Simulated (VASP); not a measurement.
Mo: single point with PBE

Mo:

```xyz
3
Lattice="4.4898 0.0000 0.0000 -2.2449 3.8882 0.0000 0.0000 0.0000 2.4934" Properties=species:S:1:pos:R:3 pbc="T T T"
Mo    0.0000    0.0000    0.0000
Mo    0.0000    2.5922    1.2467
Mo    2.2449    1.2961    1.2467
```

| Quantity | Value |
| --- | --- |
| Program | VASP 6.6.1 |
| Task | single point |
| Functional | PBE |
| Potentials or basis | VASP PAW PBE potentials, release 64 (Mo_sv) |
| Cutoff | 520 eV |
| k mesh | 9 × 9 × 12 |
| Occupations | fermi-dirac, width 0.05 eV |
| Spin | no spin polarisation |

```yaml
Pressure: 31.9 GPa
Band_gap_on_the_k_mesh: zero (band 21 reaches 14.40 eV, above the bottom of band 22 at 12.99 eV)
```

Stress tensor (GPa, compression positive):
```
31.72  0.00  0.00
 0.00 31.72  0.00
 0.00  0.00 32.12
```

Levels at points of the mesh, in eV from the Fermi level:
```csv
k point,band 19,band 20,band 21,band 22,band 23,band 24
"(0.00, 0.00, 0.00)",-2.21,-2.21,-0.58,-0.58,1.85,1.85
"(0.00, 0.00, 0.50)",-1.24,-1.24,0.16,0.16,2.83,2.83
```

It took 49 s on 1 thread of Intel(R) Xeon(R) Platinum 8488C (Sapphire Rapids) (shared host), peak memory 0.21 GiB.
